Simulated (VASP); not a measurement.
Input of a VASP 6.6.1 run:

INCAR

```
PREC = Accurate ; ENCUT = 520
EDIFF = 1E-6 ; ISMEAR = 0
SIGMA = 0.1 ; LREAL = False
LASPH = True ; NELM = 80
ALGO = Fast ; ISIF = 2
LWAVE = False ; LCHARG = False
GGA = PE ; NBANDS = 19
```

KPOINTS

```
regular mesh
0
Gamma
  14 14 10
```

File POSCAR:

```
Ti
1.0
    2.0148971638      2.0148971638      0.0000000000
   -2.0478751183      2.0478751183      0.0000000000
    0.0000000000      0.0000000000      4.1879787422
Ti
2
Direct
    0.0000000000      0.0000000000      0.0000000000
    0.5000000000      0.5000000000      0.5000000000
```

Potentials or basis: VASP PAW PBE potentials, release 64 (Ti_sv).

Command:

```sh
$ cat potpaw_PBE.64/Ti_sv/POTCAR > POTCAR
$ mpirun -np 1 vasp_std > vasp.out
```

Problem. Estimate the pressure.

Solution. 0.3 GPa.

Problem. What does it give for the band gap on the k mesh?

Solution. Zero (band 12 reaches 9.05 eV, above the bottom of band 13 at 7.79 eV).

Stress tensor (GPa, compression positive):
```
 0.65  0.96  0.00
 0.96  0.65  0.00
 0.00  0.00 -0.32
```

Caveat: the cell differs from its parent crystal (uniaxial strain along a: -2.0 %, then relaxed in part).
